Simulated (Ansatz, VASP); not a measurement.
# Two plane-wave programs on FePt

```xyz
2
Lattice="2.7235 0.0000 0.0000 0.0000 2.7235 0.0000 0.0000 0.0000 3.7200" Properties=species:S:1:pos:R:3 pbc="T T T"
Pt    1.3618    1.3618    1.8600
Fe    0.0000    0.0000    0.0000
```

Alike in both runs: task single point; functional PBE; k mesh 8 × 8 × 6; occupations fermi-dirac, width 0.05 eV; collinear spin; fixed moment 0 μB.

```csv
,VASP,Ansatz
version,VASP 6.6.1,Ansatz 0.2.0
potentials or method,"VASP PAW PBE potentials, release 64 (Pt, Fe)",Ansatz PAW
plane-wave cutoff (eV),520,420
valence electrons in the cell,18,34
```

Ansatz gave:

| Item | Value |
| --- | --- |
| pressure (GPa) | -13.1 |
| traceless stress, the component that is largest in VASP (GPa) | 1.77 |
| net moment per atom (μB) | 0.00 |

Task: Estimate VASP's values.

Result: Pressure (GPa): -13.4; traceless stress, the component that is largest in VASP (GPa): 1.73; net moment per atom (μB): 0.00.

VASP's potentials hold 18 valence electrons a cell and Ansatz's 34, so a difference there can come from the potentials and not from the codes.

Spin-orbit coupling is off throughout.
